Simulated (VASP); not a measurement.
Write the native input for VASP 6.6.1 that does the following.

| Quantity | Value |
| --- | --- |
| Task | single point |
| Functional | r2SCAN |
| Potentials or basis | VASP PAW PBE potentials, release 64 (Pd) |
| Cutoff | 520 eV |
| k mesh | 16 × 16 × 16 |
| Occupations | fermi-dirac, width 0.1 eV |
| Spin | no spin polarisation |
| Dipole correction | no |
| Further INCAR settings | ALGO = Normal; EDIFF = 1e-06; NBANDS = 11 |

Crystal: Pd.

```xyz
1
Lattice="-1.5763 1.5763 1.5763 1.5763 -1.5763 1.5763 1.5763 1.5763 -1.5763" Properties=species:S:1:pos:R:3 pbc="T T T"
Pd    0.0000    0.0000    0.0000
```

This isn't the form of Pd at room conditions, which is fcc.

The input as run:

POSCAR

```
Pd
1.0
   -1.5762946951      1.5762946951      1.5762946951
    1.5762946951     -1.5762946951      1.5762946951
    1.5762946951      1.5762946951     -1.5762946951
Pd
1
Direct
    0.0000000000      0.0000000000      0.0000000000
```

INCAR.step1

```
SYSTEM = Pd
PREC     = Accurate       ! precision mode
ENCUT    = 520            ! plane-wave cutoff, eV
ISMEAR   = -1             ! smearing method
SIGMA    = 0.1            ! smearing width, eV
LREAL    = .FALSE.        ! projectors in reciprocal space
LASPH    = .TRUE.         ! aspherical terms in the spheres
NELM     = 80             ! most SCF steps
NBANDS   = 11             ! bands
GGA      = PE             ! functional
ALGO     = Normal         ! electronic algorithm
EDIFF    = 1E-4           ! SCF threshold, eV
LWAVE    = .TRUE.         ! write WAVECAR
LCHARG   = .FALSE.        ! write CHGCAR
```

INCAR.step2

```
SYSTEM = Pd
PREC     = Accurate       ! precision mode
ENCUT    = 520            ! plane-wave cutoff, eV
EDIFF    = 1E-6           ! SCF threshold, eV
ISMEAR   = -1             ! smearing method
SIGMA    = 0.1            ! smearing width, eV
LREAL    = .FALSE.        ! projectors in reciprocal space
LASPH    = .TRUE.         ! aspherical terms in the spheres
NELM     = 80             ! most SCF steps
ALGO     = Normal         ! electronic algorithm
ISIF     = 2              ! what is computed and relaxed
LWAVE    = .FALSE.        ! write WAVECAR
LCHARG   = .FALSE.        ! write CHGCAR
METAGGA  = R2SCAN         ! meta-GGA
LMIXTAU  = .TRUE.       
NBANDS   = 11             ! bands
ISTART   = 1
```

KPOINTS

```
regular mesh
0
G
  16 16 16
  0 0 0
```

Potentials or basis: VASP PAW PBE potentials, release 64 (Pd).

Command:

```bash
$ cat potpaw_PBE.64/Pd/POTCAR > POTCAR
$ cp INCAR.step1 INCAR
$ mpirun -np 1 vasp_std > vasp.out
$ cp INCAR.step2 INCAR
$ mpirun -np 1 vasp_std > vasp.out
```

It gave:

```
Pressure               : -5.9 GPa
Band gap on the k mesh : zero (bands 5 and 6 overlap by 1.61 eV)
```

Caveat: the cell stands under tension; the PAW data sets were made with another functional, which shifts forces and pressure a little.

Wall time 91 s on 1 thread of Intel Xeon 8259CL, with other jobs on the host, peak memory 0.14 GiB.
